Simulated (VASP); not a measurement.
LiCl: single point with r2SCAN

LiCl:

```
Li Cl
1.0
     0.00000    2.43652    2.43652
     2.43652    0.00000    2.43652
     2.43652    2.43652    0.00000
Li Cl
1 1
Direct
  0.00000 0.00000 0.00000
  0.50000 0.50000 0.50000
```

This cell differs from its parent crystal: strain -0.050 along x and y, -0.050 along z.

| Quantity | Value |
| --- | --- |
| Program | VASP 6.6.1 |
| Task | single point |
| Functional | r2SCAN |
| Potentials or basis | VASP PAW PBE potentials, release 64 (Li_sv, Cl) |
| Cutoff | 520 eV |
| k mesh | 8 × 8 × 8 |
| Occupations | gaussian, width 0.05 eV |
| Spin | no spin polarisation |
| Dipole correction | no |
| Further INCAR settings | ALGO = Normal; EDIFF = 1e-06; NBANDS = 12 |

The band gap on the k mesh is 7.71 eV (least direct gap 8.06 eV).

Levels at points of the mesh, in eV from the valence-band top:
| k point | band 2 | band 3 | band 4 | band 5 | band 6 | band 7 | band 8 | band 9 |
| --- | --- | --- | --- | --- | --- | --- | --- | --- |
| (0.00, 0.00, 0.00) | -14.61 | 0.00 | 0.00 | 0.00 | 8.42 | 12.74 | 12.74 | 12.74 |
| (0.50, 0.00, 0.00) | -13.79 | -3.53 | -0.35 | -0.35 | 7.71 | 10.34 | 10.34 | 16.02 |
| (0.50, 0.50, 0.00) | -13.41 | -3.73 | -1.45 | -1.45 | 8.64 | 9.17 | 15.09 | 16.76 |

Wall time 100 s on 1 thread of Intel Xeon 8259CL, with other jobs on the host, peak memory 0.16 GiB.

Caveat: the cell differs from its parent crystal (strain -0.050 along x and y, -0.050 along z). A k mesh can miss the band edges.
